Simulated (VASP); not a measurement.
A run of VASP 6.6.1:

Contents of INCAR:

```
ALGO = Normal ; EDIFF = 1E-6
ENCUT = 520 ; GGA = CA
ISIF = 2 ; ISMEAR = 0
LASPH = T ; LCHARG = F
LREAL = F ; LWAVE = F
NBANDS = 11 ; NELM = 80
PREC = Accurate ; SIGMA = 0.05
```

File KPOINTS:

```
k-points
0
Gamma
  12 12 12
```

The input POSCAR:

```
Si
1.0
    0.0000000000      2.6360609628      2.8350835654
    2.6360609628      0.0000000000      2.8350835654
    2.6360609628      2.6360609628      0.0000000000
Si
2
Direct
    0.5000000000      0.5000000000      0.5000000000
    0.7500000000      0.7500000000      0.7500000000
```

Potentials or basis: VASP PAW LDA potentials, release 64 (Si).

Launch:

```bash
$ cat potpaw_LDA.64/Si/POTCAR > POTCAR
$ mpirun -np 1 vasp_std > vasp.out
```

Hardware: 1 thread of Intel(R) Xeon(R) 6975P-C (Granite Rapids), with other jobs on the host.

Question: Estimate the wall time of this run.

Answer: Wall time 23 s on 1 thread of Intel(R) Xeon(R) 6975P-C (Granite Rapids), with other jobs on the host, peak memory 0.17 GiB. Counts: scf iterations 11, k points 163.
